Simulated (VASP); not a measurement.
# Ir (P6_3/mmc) in VASP: further runs

Ir is run at these levels: PBE; tasks: single point.

Everything below comes from runs of VASP 6.6.1. Logs are shortened: lines on timing, memory, paths and dates and some standing lists are left out, and cuts for length are marked.

**1. The cell of the first run**

The structure is hexagonal, space group P6_3/mmc (No. 194). Conventional cell: a = 2.693 Å, b = 2.693 Å, c = 4.453 Å, α = 90.00°, β = 90.00°, γ = 120.00°. Ir (site symmetry -6m2) has 12 Ir at 2.69 to 2.72 Å within 3.6 Å.

**2. Single point, PBE**

File INCAR:

```
SYSTEM = Ir
PREC = Accurate
ENCUT = 520
EDIFF = 1E-6
ISMEAR = 0
SIGMA = 0.15
LREAL = .False.
LASPH = .True.
NELM = 80
ALGO = Fast
ISIF = 2
LWAVE = .False.
LCHARG = .False.
GGA = PE
NBANDS = 16
```

File KPOINTS:

```
Automatic mesh
0
Gamma
  18 18 10
  0 0 0
```

File POSCAR:

```
Ir
1.0
    2.6929000000      0.0000000000      0.0000000000
   -1.3464500000      2.3321198099      0.0000000000
    0.0000000000      0.0000000000      4.4529609382
Ir
2
Direct
    0.6666666667      0.3333333333      0.7500000000
    0.3333333333      0.6666666667      0.2500000000
```

Potentials or basis: VASP PAW PBE potentials, release 64 (Ir).

Command:

```
cat potpaw_PBE.64/Ir/POTCAR > POTCAR
mpirun -np 1 vasp_std > vasp.out
```

OUTCAR:

```text
SYSTEM = Ir
   PREC = Accurate
   ENCUT = 520
   EDIFF = 1E-6
   ISMEAR = 0
   LREAL = .False.
   LASPH = .True.
   NELM = 80
   ISIF = 2
   GGA = PE

 ion  position               nearest neighbor table
   1  0.667  0.333  0.750-   2 2.72   2 2.72   2 2.72   2 2.72   2 2.72   2 2.72
   2  0.333  0.667  0.250-   1 2.72   1 2.72   1 2.72   1 2.72   1 2.72   1 2.72

  LATTYP: Found a hexagonal cell.
 ALAT       =     2.6929000000
 C/A-ratio  =     1.6535931294

  Lattice vectors:

 A1 = (   2.6929000000,   0.0000000000,   0.0000000000)
 A2 = (  -1.3464500000,   2.3321198099,   0.0000000000)
 A3 = (   0.0000000000,   0.0000000000,   4.4529609382)

Analysis of symmetry for initial positions (statically):
=====================================================================
 Subroutine PRICEL returns:
 Original cell was already a primitive cell.

 Routine SETGRP: Setting up the symmetry group for a
 hexagonal supercell.

 Subroutine GETGRP returns: Found 24 space group operations
 (whereof 12 operations were pure point group operations)
 out of a pool of 24 trial point group operations.

The static configuration has the point symmetry D_3d.
 The point group associated with its full space group is D_6h.

Analysis of symmetry for dynamics (positions and initial velocities):
=====================================================================
 Subroutine PRICEL returns:
 Original cell was already a primitive cell.

 Routine SETGRP: Setting up the symmetry group for a
 hexagonal supercell.

 Subroutine GETGRP returns: Found 24 space group operations
 (whereof 12 operations were pure point group operations)
 out of a pool of 24 trial point group operations.

The dynamic configuration has the point symmetry D_3d.
 The point group associated with its full space group is D_6h.

 Subroutine INISYM returns: Found 24 space group operations
 (whereof 12 operations are pure point group operations),
 and found     1 'primitive' translations

----------------------------------------------------------------------------------------

                                     Primitive cell

  volume of cell :      27.9653

  direct lattice vectors                    reciprocal lattice vectors
     2.692900000  0.000000000  0.000000000     0.371346875  0.214397218  0.000000000
    -1.346450000  2.332119810  0.000000000     0.000000000  0.428794437  0.000000000
     0.000000000  0.000000000  4.452960938     0.000000000  0.000000000  0.224569677

  length of vectors
     2.692900000  2.692900000  4.452960938     0.428794437  0.428794437  0.224569677

  position of ions in fractional coordinates (direct lattice)
     0.666666667  0.333333333  0.750000000
     0.333333333  0.666666667  0.250000000

  ion indices of the primitive-cell ions
   primitive index   ion index
                 1           1
                 2           2

----------------------------------------------------------------------------------------

 KPOINTS: Automatic mesh

Automatic generation of k-mesh.
 Grid dimensions read from file:
 generate k-points for:   18   18   10

 Generating k-lattice:

  Cartesian coordinates                     Fractional coordinates (reciprocal lattice)
     0.020630382  0.011910957  0.000000000     0.055555556  0.000000000  0.000000000
     0.000000000  0.023821913  0.000000000     0.000000000  0.055555556  0.000000000
     0.000000000  0.000000000  0.022456968     0.000000000  0.000000000  0.100000000

  Length of vectors
     0.023821913  0.023821913  0.022456968

  Shift w.r.t. Gamma in fractional coordinates (k-lattice)
     0.000000000  0.000000000  0.000000000

 Subroutine IBZKPT returns following result:
 ===========================================

 Found    222 irreducible k-points:

 Following reciprocal coordinates:
            Coordinates               Weight
  0.000000  0.000000  0.000000      1.000000
  0.055556 -0.000000  0.000000      6.000000
  0.111111 -0.000000  0.000000      6.000000
  0.166667  0.000000  0.000000      6.000000
  0.222222  0.000000  0.000000      6.000000
  0.277778 -0.000000  0.000000      6.000000
[... 16 lines left out ...]
  0.333333  0.111111  0.000000     12.000000
  0.388889  0.111111  0.000000     12.000000
 [... further k-points ...]
   k-points           NKPTS =    222   k-points in BZ     NKDIM =    222   number of bands    NBANDS=     16
   number of dos      NEDOS =    301   number of ions     NIONS =      2
   total plane-waves  NPLWV =  14400
   dimension x,y,z NGX =    20 NGY =   20 NGZ =   36
   dimension x,y,z NGXF=    40 NGYF=   40 NGZF=   72
   ions per type =               2
   NGX,Y,Z   is equivalent  to a cutoff of  12.35, 12.35, 13.44 a.u.
   NGXF,Y,Z  is equivalent  to a cutoff of  24.69, 24.69, 26.88 a.u.
 SYSTEM =  Ir
   PREC   = accura    normal or accurate (medium, high low for compatibility)
   ISTART =      0    job   : 0-new  1-cont  2-samecut
   ICHARG =      2    charge: 1-file 2-atom 10-const
   ISPIN  =      1    spin polarized calculation?
   LNONCOLLINEAR =      F non collinear calculations
   LSORBIT =      F    spin-orbit coupling
   LASPH  =      T    aspherical Exc in radial PAW
   ENCUT  =  520.0 eV  38.22 Ry    6.18 a.u.   5.01  5.01  8.28*2*pi/ulx,y,z
   NELM   =     80;   NELMIN=  2; NELMDL= -5     # of ELM steps
   EDIFF  = 0.1E-05   stopping-criterion for ELM
   LREAL  =      F    real-space projection
   EDIFFG = 0.1E-04   stopping-criterion for IOM
   NSW    =      0    number of steps for IOM
   IBRION =     -1    ionic relax: 0-MD 1-quasi-New 2-CG
   NFREE  =      0    steps in history (QN), initial steepest desc. (CG)
   ISIF   =      2    stress and relaxation
   ISYM   =      2    0-nonsym 1-usesym 2-fastsym
   POTIM  = 0.5000    time-step for ionic-motion
   TEBEG  =    0.0;   TEEND  =   0.0 temperature during run
   PSTRESS=    0.0 pullay stress
   NELECT =      18.0000    total number of electrons
   NUPDOWN=      -1.0000    fix difference up-down
   EMIN   =  10.00;   EMAX   =-10.00  energy-range for DOS
   EFERMI =   0.00;   METHOD = LEGACY
   ISMEAR =     0;   SIGMA  =   0.15  broadening in eV -4-tet -1-fermi 0-gaus
   EFERMI_NEDOS =   21; number of points for ismear=-14 and -15
   IALGO  =     68    algorithm
   IMIX   =      4    mixing-type and parameters
     AMIX     =   0.40;   BMIX     =  1.00
     AMIX_MAG =   1.60;   BMIX_MAG =  1.00
  volume/ion in A,a.u.               =      13.98        94.36
  Fermi-wavevector in a.u.,A,eV,Ry     =   1.413489  2.671106 27.183764  1.997950
  Thomas-Fermi vector in A             =   2.535129
   LORBIT       =      0    0 simple, 1 ext, 2 COOP (PROOUT), +10 PAW based schemes
   GGA     = PE    functional components
   LHFCALC =     F    Hartree Fock is set to
   AEXX    =    0.0000 exact exchange contribution
   IVDW    =     0    specifies the selected vdW correction
   LEPSILON=     F    determine dielectric tensor
   LRPA    =     F    only Hartree local field effects (RPA)
 non-spin polarized calculation
 RMM-DIIS sequential band-by-band and
 Gauss-broadening in eV      SIGMA  =   0.15
  energy-cutoff  :      520.00
  volume of cell :       27.97
 maximum number of plane-waves:       771
 NGX is ok and might be reduce to    20
   NGX =  9   NGY =  9   NGZ = 17

 number of electron      18.0000000 magnetization

 Free energy of the ion-electron system (eV)
  ---------------------------------------------------
  ext. energy  EPLUGINS =         0.00000000
  ---------------------------------------------------
  free energy    TOTEN  =       -17.49732528 eV

  energy without entropy =      -17.47312630  energy(sigma->0) =      -17.48522579

 E-fermi :  10.7187     XC(G=0): -14.0575

 val. band max:       10.7116676312   @ k =   0.0556  -0.0000   0.4000
 cond. band min:      10.7191630108   @ k =   0.3889   0.1667   0.1000
 fundamental gap:      0.0074953796
 Fermi energy:        10.7187242633

 k-point     1 :       0.0000    0.0000    0.0000
  band No.  band energies     occupation
      1      -0.6356      2.00000
      2       2.3610      2.00000
      3       6.5067      2.00000
      4       6.8145      2.00000
      5       6.8145      2.00000
      6       7.4422      2.00000
[... 8 lines left out ...]
     15      26.8624      0.00000
     16      28.1590      0.00000

 k-point     2 :       0.0556   -0.0000    0.0000
  band No.  band energies     occupation
      1      -0.5104      2.00000
      2       2.4761      2.00000
      3       6.3749      2.00000
      4       6.9188      2.00000
      5       6.9209      2.00000
      6       7.3692      2.00000
[... 8 lines left out ...]
     15      27.0392      0.00000
     16      28.3728      0.00000

 k-point     3 :       0.1111   -0.0000    0.0000
  band No.  band energies     occupation
      1      -0.1451      2.00000
      2       2.7990      2.00000
      3       6.0952      2.00000
      4       7.0575      2.00000
      5       7.2355      2.00000
      6       7.2740      2.00000
[... 8 lines left out ...]
     15      27.5116      0.00000
     16      28.8761      0.00000

 k-point     4 :       0.1667    0.0000    0.0000
  band No.  band energies     occupation
      1       0.4267      2.00000
      2       3.2453      2.00000
      3       5.7968      2.00000
      4       6.6823      2.00000
      5       6.8323      2.00000
      6       7.6172      2.00000
[... 8 lines left out ...]
     15      27.8841      0.00000
     16      28.8062      0.00000
[... 324 lines left out ...]
 k-point    22 :       0.2778    0.1111    0.0000
  band No.  band energies     occupation
      1       2.8698      2.00000
      2       3.8305      2.00000
      3       4.4379      2.00000
      4       5.7180      2.00000
      5       6.5932      2.00000
      6       6.9178      2.00000
[... 8 lines left out ...]
     15      23.2636      0.00000
     16      25.8398      0.00000

 k-point    23 :       0.3333    0.1111    0.0000
  band No.  band energies     occupation
      1       3.2633      2.00000
      2       3.5989      2.00000
      3       4.0396      2.00000
      4       6.1858      2.00000
      5       6.5092      2.00000
      6       7.2419      2.00000
[... 8 lines left out ...]
     15      21.9772      0.00000
     16      25.3066      0.00000

 k-point    24 :       0.3889    0.1111    0.0000
  band No.  band energies     occupation
      1       3.3759      2.00000
      2       3.4863      2.00000
      3       3.7955      2.00000
      4       6.5012      2.00000
      5       6.6662      2.00000
      6       7.0061      2.00000
[... 8 lines left out ...]
     15      21.2604      0.00000
     16      24.2521      0.00000

 [... further k-points ...]
[... 5 lines left out ...]
  --------------------------------------------------------------------------------------
  -------------------------------------------------------------------------------------
  Total        3.3248769      3.3248769      1.9052645      0.0000000      0.0000000      0.0000000
  in kB      190.4873670    190.4873670    109.1555691      0.0000000      0.0000000      0.0000000
  external PRESSURE =     163.3767677 kB  Pullay stress =       0.0000000 kB

 VOLUME and BASIS-vectors are now :
 -----------------------------------------------------------------------------
  energy-cutoff  :      520.00
  volume of cell :       27.97
      direct lattice vectors                 reciprocal lattice vectors
     2.692900000  0.000000000  0.000000000     0.371346875  0.214397218  0.000000000
    -1.346450000  2.332119810  0.000000000     0.000000000  0.428794437  0.000000000
     0.000000000  0.000000000  4.452960938     0.000000000  0.000000000  0.224569677

 POSITION                                       TOTAL-FORCE (eV/Angst)
 -----------------------------------------------------------------------------------
      1.34645      0.77737      3.33972        -0.000000      0.000000      0.000000
     -0.00000      1.55475      1.11324         0.000000     -0.000000      0.000000
 -----------------------------------------------------------------------------------
    total drift:                               -0.000000      0.000000     -0.000000

  FREE ENERGIE OF THE ION-ELECTRON SYSTEM (eV)
  ---------------------------------------------------
  free  energy   TOTEN  =       -17.4973252789 eV

  energy  without entropy=      -17.4731263024  energy(sigma->0) =      -17.48522579
```

It took 75 s on 1 thread of Intel Xeon Platinum 8488C (Sapphire Rapids), shared host; peak memory 0.2 GiB.

What came out:

```
Free energy            : -17.4973 eV
Pressure               : 16.3 GPa
Band gap on the k mesh : zero (band 9 reaches 11.83 eV, above the bottom of band 10 at 8.31 eV)
```

Stress tensor (GPa, compression positive):
```
19.05  0.00  0.00
 0.00 19.05  0.00
 0.00  0.00 10.92
```

Levels at points of the mesh, in eV from the Fermi level:
| k point | band 7 | band 8 | band 9 | band 10 | band 11 | band 12 |
| --- | --- | --- | --- | --- | --- | --- |
| (0.00, 0.00, 0.00) | -3.28 | -2.25 | -2.25 | -1.04 | 0.31 | 0.31 |
| (0.50, 0.00, 0.00) | -3.15 | 0.89 | 0.93 | 1.27 | 3.07 | 4.59 |
| (0.00, 0.00, 0.50) | -3.98 | -3.98 | -0.46 | -0.46 | -0.46 | -0.46 |
| (0.50, 0.00, 0.50) | -0.98 | -0.98 | 1.11 | 1.11 | 2.06 | 2.06 |

Caveat: spin-orbit coupling is left out, which moves the levels of the heavy elements.

(Part 1 of 2 ends here.)
